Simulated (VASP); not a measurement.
# Rh (Fm-3m) in VASP: a series of runs

Runs on Rh. Level: PBEsol. Tasks: single point, relaxation of cell and atoms.

All numbers are computed with VASP 6.6.1; they aren't measurements. Logs are shortened: lines on timing, memory, paths and dates and some standing lists are left out, and cuts for length are marked.

**1. The cell of the first run**

It takes space group Fm-3m (No. 225, cubic). The conventional cell has a = 3.782 Å, b = 3.782 Å, c = 3.782 Å, α = 90.00°, β = 90.00°, γ = 90.00°. Rh (site symmetry m-3m) has 12 Rh at 2.67 Å within 3.5 Å.

**2. Single point, PBEsol**

INCAR reads:

```
SYSTEM = Rh
PREC     = Accurate       ! precision mode
ENCUT    = 520            ! plane-wave cutoff, eV
EDIFF    = 1E-6           ! SCF threshold, eV
ISMEAR   = -1             ! smearing method
SIGMA    = 0.1            ! smearing width, eV
LREAL    = .FALSE.        ! projectors in reciprocal space
LASPH    = .TRUE.         ! aspherical terms in the spheres
NELM     = 100            ! most SCF steps
ALGO     = Normal         ! electronic algorithm
ISIF     = 2              ! what is computed and relaxed
LWAVE    = .FALSE.        ! write WAVECAR
LCHARG   = .FALSE.        ! write CHGCAR
GGA      = PS             ! functional
NBANDS   = 14             ! bands
```

KPOINTS reads:

```
regular mesh
0
G
  21 21 21
  0 0 0
```

POSCAR reads:

```
Rh
1.0
    0.0000000000      1.8907629930      1.8907629930
    1.8907629930      0.0000000000      1.8907629930
    1.8907629930      1.8907629930      0.0000000000
Rh
1
Direct
    0.0000000000      0.0000000000      0.0000000000
```

Potentials or basis: VASP PAW PBE potentials, release 64 (Rh_pv).

Command:

```sh
> cat potpaw_PBE.64/Rh_pv/POTCAR > POTCAR
> mpirun -np 1 vasp_std > vasp.out
```

OUTCAR:

```text
SYSTEM = Rh
   PREC = Accurate
   ENCUT = 520
   EDIFF = 1E-6
   ISMEAR = -1
   LREAL = .FALSE.
   LASPH = .TRUE.
   NELM = 100
   ISIF = 2
   GGA = PS

 ion  position               nearest neighbor table
   1  0.000  0.000  0.000-

  LATTYP: Found a face centered cubic cell.
 ALAT       =     3.7815259860

  Lattice vectors:

 A1 = (   0.0000000000,   1.8907629930,   1.8907629930)
 A2 = (   1.8907629930,   0.0000000000,   1.8907629930)
 A3 = (   1.8907629930,   1.8907629930,   0.0000000000)

Analysis of symmetry for initial positions (statically):
=====================================================================
 Subroutine PRICEL returns:
 Original cell was already a primitive cell.

 Routine SETGRP: Setting up the symmetry group for a
 face centered cubic supercell.

 Subroutine GETGRP returns: Found 48 space group operations
 (whereof 48 operations were pure point group operations)
 out of a pool of 48 trial point group operations.

The static configuration has the point symmetry O_h .

Analysis of symmetry for dynamics (positions and initial velocities):
=====================================================================
 Subroutine PRICEL returns:
 Original cell was already a primitive cell.

 Routine SETGRP: Setting up the symmetry group for a
 face centered cubic supercell.

 Subroutine GETGRP returns: Found 48 space group operations
 (whereof 48 operations were pure point group operations)
 out of a pool of 48 trial point group operations.

The dynamic configuration has the point symmetry O_h .

 Subroutine INISYM returns: Found 48 space group operations
 (whereof 48 operations are pure point group operations),
 and found     1 'primitive' translations

----------------------------------------------------------------------------------------

                                     Primitive cell

  volume of cell :      13.5189

  direct lattice vectors                    reciprocal lattice vectors
     0.000000000  1.890762993  1.890762993    -0.264443509  0.264443509  0.264443509
     1.890762993  0.000000000  1.890762993     0.264443509 -0.264443509  0.264443509
     1.890762993  1.890762993  0.000000000     0.264443509  0.264443509 -0.264443509

  length of vectors
     2.673942668  2.673942668  2.673942668     0.458029593  0.458029593  0.458029593

  position of ions in fractional coordinates (direct lattice)
     0.000000000  0.000000000  0.000000000

  ion indices of the primitive-cell ions
   primitive index   ion index
                 1           1

----------------------------------------------------------------------------------------

 KPOINTS: regular mesh

Automatic generation of k-mesh.
 Grid dimensions read from file:
 generate k-points for:   21   21   21

 Generating k-lattice:

  Cartesian coordinates                     Fractional coordinates (reciprocal lattice)
    -0.012592548  0.012592548  0.012592548     0.047619048  0.000000000  0.000000000
     0.012592548 -0.012592548  0.012592548     0.000000000  0.047619048  0.000000000
     0.012592548  0.012592548 -0.012592548     0.000000000  0.000000000  0.047619048

  Length of vectors
     0.021810933  0.021810933  0.021810933

  Shift w.r.t. Gamma in fractional coordinates (k-lattice)
     0.000000000  0.000000000  0.000000000

 Subroutine IBZKPT returns following result:
 ===========================================

 Found    286 irreducible k-points:

 Following reciprocal coordinates:
            Coordinates               Weight
  0.000000  0.000000  0.000000      1.000000
  0.047619  0.000000  0.000000      8.000000
  0.095238  0.000000  0.000000      8.000000
  0.142857  0.000000  0.000000      8.000000
  0.190476  0.000000  0.000000      8.000000
  0.238095  0.000000  0.000000      8.000000
[... 16 lines left out ...]
 -0.428571  0.047619  0.000000     24.000000
 -0.380952  0.047619  0.000000     24.000000
 [... further k-points ...]
   k-points           NKPTS =    286   k-points in BZ     NKDIM =    286   number of bands    NBANDS=     14
   number of dos      NEDOS =    301   number of ions     NIONS =      1
   total plane-waves  NPLWV =   8000
   dimension x,y,z NGX =    20 NGY =   20 NGZ =   20
   dimension x,y,z NGXF=    40 NGYF=   40 NGZF=   40
   ions per type =               1
   NGX,Y,Z   is equivalent  to a cutoff of  12.43, 12.43, 12.43 a.u.
   NGXF,Y,Z  is equivalent  to a cutoff of  24.87, 24.87, 24.87 a.u.
 SYSTEM =  Rh
   PREC   = accura    normal or accurate (medium, high low for compatibility)
   ISTART =      0    job   : 0-new  1-cont  2-samecut
   ICHARG =      2    charge: 1-file 2-atom 10-const
   ISPIN  =      1    spin polarized calculation?
   LNONCOLLINEAR =      F non collinear calculations
   LSORBIT =      F    spin-orbit coupling
   LASPH  =      T    aspherical Exc in radial PAW
   ENCUT  =  520.0 eV  38.22 Ry    6.18 a.u.   4.97  4.97  4.97*2*pi/ulx,y,z
   NELM   =    100;   NELMIN=  2; NELMDL= -5     # of ELM steps
   EDIFF  = 0.1E-05   stopping-criterion for ELM
   LREAL  =      F    real-space projection
   EDIFFG = 0.1E-04   stopping-criterion for IOM
   NSW    =      0    number of steps for IOM
   IBRION =     -1    ionic relax: 0-MD 1-quasi-New 2-CG
   NFREE  =      0    steps in history (QN), initial steepest desc. (CG)
   ISIF   =      2    stress and relaxation
   ISYM   =      2    0-nonsym 1-usesym 2-fastsym
   POTIM  = 0.5000    time-step for ionic-motion
   TEBEG  =    0.0;   TEEND  =   0.0 temperature during run
   PSTRESS=    0.0 pullay stress
   NELECT =      15.0000    total number of electrons
   NUPDOWN=      -1.0000    fix difference up-down
   EMIN   =  10.00;   EMAX   =-10.00  energy-range for DOS
   EFERMI =   0.00;   METHOD = LEGACY
   ISMEAR =    -1;   SIGMA  =   0.10  broadening in eV -4-tet -1-fermi 0-gaus
   EFERMI_NEDOS =   21; number of points for ismear=-14 and -15
   IALGO  =     38    algorithm
   IMIX   =      4    mixing-type and parameters
     AMIX     =   0.40;   BMIX     =  1.00
     AMIX_MAG =   1.60;   BMIX_MAG =  1.00
  volume/ion in A,a.u.               =      13.52        91.23
  Fermi-wavevector in a.u.,A,eV,Ry     =   1.694825  3.202755 39.081800  2.872431
  Thomas-Fermi vector in A             =   2.775980
   LORBIT       =      0    0 simple, 1 ext, 2 COOP (PROOUT), +10 PAW based schemes
   GGA     = PS    functional components
   LHFCALC =     F    Hartree Fock is set to
   AEXX    =    0.0000 exact exchange contribution
   IVDW    =     0    specifies the selected vdW correction
   LEPSILON=     F    determine dielectric tensor
   LRPA    =     F    only Hartree local field effects (RPA)
 non-spin polarized calculation
  energy-cutoff  :      520.00
  volume of cell :       13.52
 maximum number of plane-waves:       378
   NGX =  9   NGY =  9   NGZ =  9

 number of electron      15.0000007 magnetization

 Free energy of the ion-electron system (eV)
  ---------------------------------------------------
  ext. energy  EPLUGINS =         0.00000000
  ---------------------------------------------------
  free energy    TOTEN  =        -8.15901391 eV

  energy without entropy =       -8.11653368  energy(sigma->0) =       -8.13777380

 E-fermi :  12.0573     XC(G=0): -14.3273

 val. band max:       12.0526717971   @ k =  -0.4762   0.3333   0.1429
 cond. band min:      12.0748824026   @ k =   0.4762   0.3810   0.0952
 fundamental gap:      0.0222106055
 Fermi energy:        12.0572907924

 k-point     1 :       0.0000    0.0000    0.0000
  band No.  band energies     occupation
      1     -34.2971      2.00000
      2     -34.2971      2.00000
      3     -34.2971      2.00000
      4       3.8874      2.00000
      5       8.8895      2.00000
      6       8.8895      2.00000
      7       8.8895      2.00000
      8      11.0580      1.99991
      9      11.0580      1.99991
     10      27.9877      0.00000
     11      32.3828      0.00000
     12      33.5340      0.00000
     13      33.5340      0.00000
     14      33.5340      0.00000

 k-point     2 :       0.0476    0.0000    0.0000
  band No.  band energies     occupation
      1     -34.3152      2.00000
      2     -34.2996      2.00000
      3     -34.2996      2.00000
      4       3.9809      2.00000
      5       8.8465      2.00000
      6       8.9267      2.00000
      7       8.9267      2.00000
      8      11.0363      1.99993
      9      11.0363      1.99993
     10      28.1271      0.00000
     11      32.3811      0.00000
     12      33.0020      0.00000
     13      33.6725      0.00000
     14      33.6725      0.00000

 k-point     3 :       0.0952    0.0000    0.0000
  band No.  band energies     occupation
      1     -34.3674      2.00000
      2     -34.3066      2.00000
      3     -34.3066      2.00000
      4       4.2527      2.00000
      5       8.7332      2.00000
      6       9.0282      2.00000
      7       9.0282      2.00000
      8      10.9844      1.99996
      9      10.9844      1.99996
     10      28.5136      0.00000
     11      31.8139      0.00000
     12      32.3887      0.00000
     13      34.0783      0.00000
     14      34.0783      0.00000
[... 324 lines left out ...]
 k-point    23 :      -0.4286    0.0476    0.0000
  band No.  band energies     occupation
      1     -35.0497      2.00000
      2     -34.4174      2.00000
      3     -34.4011      2.00000
      4       5.8586      2.00000
      5       8.7957      2.00000
      6       8.8983      2.00000
      7      11.5497      1.98759
      8      12.4463      0.04005
      9      13.3871      0.00000
     10      21.4142      0.00000
     11      27.7629      0.00000
     12      32.3841      0.00000
     13      33.1535      0.00000
     14      33.8826      0.00000

 k-point    24 :      -0.3810    0.0476    0.0000
  band No.  band energies     occupation
      1     -34.9968      2.00000
      2     -34.4123      2.00000
      3     -34.3907      2.00000
      4       5.9234      2.00000
      5       8.8857      2.00000
      6       8.9710      2.00000
      7      10.9243      1.99998
      8      12.1278      0.66119
      9      12.9079      0.00040
     10      22.6247      0.00000
     11      28.1092      0.00000
     12      32.3844      0.00000
     13      33.5684      0.00000
     14      34.7717      0.00000

 [... further k-points ...]

------------------------ aborting loop because EDIFF is reached ----------------------------------------

  FORCE on cell =-STRESS in cart. coord.  units (eV):
  Direction    XX          YY          ZZ          XY          YZ          ZX
  --------------------------------------------------------------------------------------
  -------------------------------------------------------------------------------------
  Total       -0.0073763     -0.0073763     -0.0073763      0.0000000     -0.0000000     -0.0000000
  in kB       -0.8741954     -0.8741954     -0.8741954      0.0000000     -0.0000000     -0.0000000
  external PRESSURE =      -0.8741954 kB  Pullay stress =       0.0000000 kB

 VOLUME and BASIS-vectors are now :
 -----------------------------------------------------------------------------
  energy-cutoff  :      520.00
  volume of cell :       13.52
      direct lattice vectors                 reciprocal lattice vectors
     0.000000000  1.890762993  1.890762993    -0.264443509  0.264443509  0.264443509
     1.890762993  0.000000000  1.890762993     0.264443509 -0.264443509  0.264443509
     1.890762993  1.890762993  0.000000000     0.264443509  0.264443509 -0.264443509

 POSITION                                       TOTAL-FORCE (eV/Angst)
 -----------------------------------------------------------------------------------
      0.00000      0.00000      0.00000         0.000000      0.000000      0.000000
 -----------------------------------------------------------------------------------
    total drift:                                0.000000      0.000000      0.000000

  FREE ENERGIE OF THE ION-ELECTRON SYSTEM (eV)
  ---------------------------------------------------
  free  energy   TOTEN  =        -8.1590139142 eV

  energy  without entropy=       -8.1165336813  energy(sigma->0) =       -8.13777380
```

Wall time 40 s (1 thread of Intel Xeon Platinum 8259CL at 2.50GHz (Skylake/Cascade Lake), shared host); peak memory 0.16 GiB.

Results:

* Free energy: -8.1590 eV
* Pressure: -0.1 GPa

Levels at points of the mesh, in eV from the Fermi level:
| k point | band 5 | band 6 | band 7 | band 8 | band 9 | band 10 |
| --- | --- | --- | --- | --- | --- | --- |
| (0.00, 0.00, 0.00) | -3.17 | -3.17 | -3.17 | -1.00 | -1.00 | 15.93 |

Caveat: the PAW data sets were made with another functional, which shifts forces and pressure a little.

**3. Relaxation of cell and atoms, PBEsol**

This run uses another cell than the first one, of 13.67 Å³/atom, 1.011 times its volume.

INCAR reads:

```
SYSTEM = Rh
  PREC = Accurate
  ENCUT = 600
  EDIFF = 1E-7
  ISMEAR = -1
  SIGMA = 0.1
  LREAL = .FALSE.
  LASPH = .TRUE.
  NELM = 60
  ALGO = Normal
  ISIF = 3
  LWAVE = .FALSE.
  LCHARG = .FALSE.
  GGA = PS
  IBRION = 2
  NSW = 80
  EDIFFG = -0.02
```

KPOINTS is that of step 2.

POSCAR reads:

```
Rh
1.0
    0.0000000000      1.8978500000      1.8978500000
    1.8978500000      0.0000000000      1.8978500000
    1.8978500000      1.8978500000      0.0000000000
Rh
1
Direct
    0.0000000000      0.0000000000      0.0000000000
```

Potentials or basis: VASP PAW PBE potentials, release 64 (Rh_pv).

Command:

```sh
> cat potpaw_PBE.64/Rh_pv/POTCAR > POTCAR
> mpirun -np 1 vasp_std > vasp.out
```

OUTCAR:

```text
SYSTEM = Rh
   PREC = Accurate
   ENCUT = 600
   EDIFF = 1E-7
   ISMEAR = -1
   LREAL = .FALSE.
   LASPH = .TRUE.
   NELM = 60
   ISIF = 3
   GGA = PS
   IBRION = 2
   NSW = 80
   EDIFFG = -0.02

 ion  position               nearest neighbor table
   1  0.000  0.000  0.000-

  LATTYP: Found a face centered cubic cell.
 ALAT       =     3.7957000000

  Lattice vectors:

 A1 = (   0.0000000000,   1.8978500000,   1.8978500000)
 A2 = (   1.8978500000,   0.0000000000,   1.8978500000)
 A3 = (   1.8978500000,   1.8978500000,   0.0000000000)

Analysis of symmetry for initial positions (statically):
=====================================================================
 Subroutine PRICEL returns:
 Original cell was already a primitive cell.
[... 257 lines left out ...]
  band No.  band energies     occupation
      1     -34.2884      2.00000
      2     -34.2884      2.00000
      3     -34.2884      2.00000
      4       3.8938      2.00000
      5       8.8966      2.00000
      6       8.8966      2.00000
      7       8.8966      2.00000
      8      11.0670      1.99991
      9      11.0670      1.99991
     10      27.9977      0.00000
     11      32.3935      0.00000
[... 309 lines left out ...]
 k-point    24 :      -0.3810    0.0476    0.0000
  band No.  band energies     occupation
      1     -34.9891      2.00000
      2     -34.4037      2.00000
      3     -34.3821      2.00000
      4       5.9291      2.00000
      5       8.8928      2.00000
      6       8.9782      2.00000
      7      10.9336      1.99998
      8      12.1379      0.66100
      9      12.9185      0.00040
     10      22.6405      0.00000
     11      28.1201      0.00000

 [... further k-points ...]

------------------------ aborting loop because EDIFF is reached ----------------------------------------

  FORCE on cell =-STRESS in cart. coord.  units (eV):
  Direction    XX          YY          ZZ          XY          YZ          ZX
  --------------------------------------------------------------------------------------
  -------------------------------------------------------------------------------------
  Total       -0.0016631     -0.0016631     -0.0016631      0.0000000      0.0000000      0.0000000
  in kB       -0.1972114     -0.1972114     -0.1972114      0.0000000      0.0000000      0.0000000
  external PRESSURE =      -0.1972114 kB  Pullay stress =       0.0000000 kB
[... 16 lines left out ...]
  FREE ENERGIE OF THE ION-ELECTRON SYSTEM (eV)
  ---------------------------------------------------
  free  energy   TOTEN  =        -8.1595610629 eV

  energy  without entropy=       -8.1171240059  energy(sigma->0) =       -8.13834253

 reached required accuracy - stopping structural energy minimisation
```

OSZICAR:

```text
N       E                     dE             d eps       ncg     rms          rms(c)
DAV:   1     0.124919335776E+03    0.12492E+03   -0.10180E+04  6303   0.163E+03
[... 23 lines left out ...]
DAV:   3    -0.815896972849E+01    0.16700E-02   -0.78907E-03  7033   0.120E+00    0.431E-01
DAV:   4    -0.815953111267E+01   -0.56138E-03   -0.17940E-03  6724   0.588E-01    0.427E-02
DAV:   5    -0.815956615279E+01   -0.35040E-04   -0.42374E-05  7318   0.901E-02    0.178E-02
DAV:   6    -0.815956147640E+01    0.46764E-05   -0.30545E-06  6592   0.275E-02    0.257E-03
DAV:   7    -0.815956119691E+01    0.27949E-06   -0.34523E-08  4740   0.271E-03    0.954E-04
DAV:   8    -0.815956105172E+01    0.14518E-06   -0.35243E-09  3437   0.871E-04    0.553E-05
DAV:   9    -0.815956106289E+01   -0.11161E-07   -0.56260E-10  3293   0.297E-04
   3 F= -.81595611E+01 E0= -.81383425E+01  d E =-.172487E-02
```

CONTCAR:

```text
Rh
   1.00000000000000
     0.0000000000000000    1.8904183737849578    1.8904183737849578
     1.8904183737849578   -0.0000000000000000    1.8904183737849578
     1.8904183737849578    1.8904183737849578    0.0000000000000000
  Rh
     1
Direct
     0.0000000000000000    0.0000000000000000    0.0000000000000000

  0.00000000E+00  0.00000000E+00  0.00000000E+00
```

It took 76 s on 1 thread of Intel Xeon Platinum 8259CL at 2.50GHz (Skylake/Cascade Lake), shared host; peak memory 0.19 GiB.

Results:

```yaml
Free_energy: -8.1596 eV
Relaxed_volume: 13.51 Å³/atom
Relaxed_cell: a = 2.673 Å, b = 2.673 Å, c = 2.673 Å, α = 60.00°, β = 60.00°, γ = 60.00°
Space_group_after_relaxing_to_0.05_Å: Fm-3m (No. 225)
Energy_gained_by_relaxing: 1.7 meV/atom
Ionic_steps: 3
Pressure_after_relaxing: 0.0 GPa
```

The path:
| step | energy change (eV) | largest force (eV/Å) | pressure (GPa) | volume (Å³) |
| --- | --- | --- | --- | --- |
| 1 | 0.0000 | 0.0000 | -3.39 | 13.67 |
| 2 | 0.0101 | 0.0000 | 9.72 | 13.11 |
| 3 | -0.0017 | 0.0000 | -0.02 | 13.51 |

Final structure:
```
Rh
1.0
     0.00000    1.89042    1.89042
     1.89042    0.00000    1.89042
     1.89042    1.89042    0.00000
Rh
1
Direct
  0.00000 0.00000 0.00000
```

Levels at points of the mesh, in eV from the Fermi level:
```tsv
k point	band 3	band 4	band 5	band 6	band 7	band 8	band 9	band 10	band 11
(0.00, 0.00, 0.00)	-46.36	-8.17	-3.17	-3.17	-3.17	-1.00	-1.00	15.93	20.33
```

Caveat: the PAW data sets were made with another functional, which shifts forces and pressure a little.
